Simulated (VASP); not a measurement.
Here is a VASP 6.6.1 calculation.

File INCAR:

```
SYSTEM = CsBa3
PREC = Accurate
ENCUT = 520
EDIFF = 1E-6
ISMEAR = -1
SIGMA = 0.15
LREAL = .FALSE.
LASPH = .TRUE.
NELM = 60
ALGO = Normal
ISIF = 2
LWAVE = .FALSE.
LCHARG = .FALSE.
GGA = RE
NBANDS = 28
```

File KPOINTS:

```
Automatic mesh
0
G
  4 4 4
  0 0 0
```

The input POSCAR:

```
CsBa3
1.0
    0.0000000000      5.2212840000      5.2212840000
    5.2212840000      0.0000000000      5.2212840000
    5.2212840000      5.2212840000      0.0000000000
Cs Ba
1 3
Direct
    0.0000000000      0.0000000000      0.0000000000
    0.2500000000      0.2500000000      0.2500000000
    0.7500000000      0.7500000000      0.7500000000
    0.5000000000      0.5000000000      0.5000000000
```

Potentials or basis: VASP PAW PBE potentials, release 64 (Cs_sv, Ba_sv).

Command:

```sh
$ cat potpaw_PBE.64/Cs_sv/POTCAR potpaw_PBE.64/Ba_sv/POTCAR > POTCAR
$ mpirun -np 1 vasp_std > vasp.out
```

Question: Predict the pressure.

Answer: 0.5 GPa.

Caveat: the PAW data sets were made with another functional, which shifts forces and pressure a little.
